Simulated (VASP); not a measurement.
Runs of VASP 6.6.1 on Ru. The structure is that of space group P6_3/mmc (No. 194), or close to it. The cells are those of the table. 

| task | level | cell | k mesh | gap on the mesh (eV) | pressure (GPa) |
| --- | --- | --- | --- | --- | --- |
| single point | PBE | a = 2.759, b = 2.759, c = 4.366 Å, angles 90.0, 90.0, 120.0°, 2 atoms | 14 × 14 × 8 | none | -12.5 |
| single point | PBE+D3(BJ) | a = 2.706, b = 2.706, c = 4.282 Å, angles 90.0, 90.0, 120.0°, 2 atoms | 21 × 21 × 12 | none | (b) |
| single point | PBE | a = 2.724, b = 2.724, c = 4.310 Å, angles 90.0, 90.0, 120.0°, 2 atoms | 14 × 14 × 8 | none | (a) |
| electric field gradients | PBE | a = 2.651, b = 2.651, c = 4.194 Å, angles 90.0, 90.0, 120.0°, 2 atoms | 14 × 14 × 8 | none | 28.5 |
| single point | PBE | a = 2.715, b = 2.715, c = 4.296 Å, angles 90.0, 90.0, 120.0°, 2 atoms | 14 × 14 × 8 | none | 1.2 |

Alike in all rows: potentials or basis VASP PAW PBE potentials, release 64 (Ru_pv); no spin polarisation; cutoff (eV) 520; smearing fermi-dirac 0.03 eV.

**Question.** Fill in the values left out.

**Answer.** (a) -1.9; (b) -3.3.

Caveats: pairwise dispersion overbinds metals, which lowers pressure and volume (some runs).

A k mesh can miss the band edges, and the runs leave out spin-orbit coupling on Ru.

A gap of «none» marks levels without a gap at the run's occupations.
